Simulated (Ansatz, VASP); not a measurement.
GaAs: VASP beside Ansatz

```
Ga As
1.0
     0.00000    2.82975    2.82975
     2.82975    0.00000    2.82975
     2.82975    2.82975    0.00000
Ga As
1 1
Direct
  0.00000 0.00000 0.00000
  0.25000 0.25000 0.25000
```

Alike in both runs: functional PBEsol; k mesh 11 × 11 × 11; occupations fermi-dirac, width 0.08 eV; no spin polarisation.

Ansatz relaxed the structure, and its values are those at the end. VASP's run is a single point on that final structure, the one shown.

```csv
,VASP,Ansatz
version,VASP 6.6.1,Ansatz 0.2.0
potentials or method,"VASP PAW PBE potentials, release 64 (Ga_d, As)","PAW with Ansatz's default frozen-core files, scalar-relativistic"
plane-wave cutoff (eV),520,420
valence electrons in the cell,18,28
```

```csv
,VASP,Ansatz,Ansatz less VASP
pressure (GPa),0.1,0.0,-0.15
```

VASP's potentials were made for PBE, not for PBEsol. With one functional, cell and mesh, what is left measures potentials, basis and numerics. VASP's potentials hold 18 valence electrons a cell and Ansatz's 28, so a difference there can come from the potentials and not from the codes.
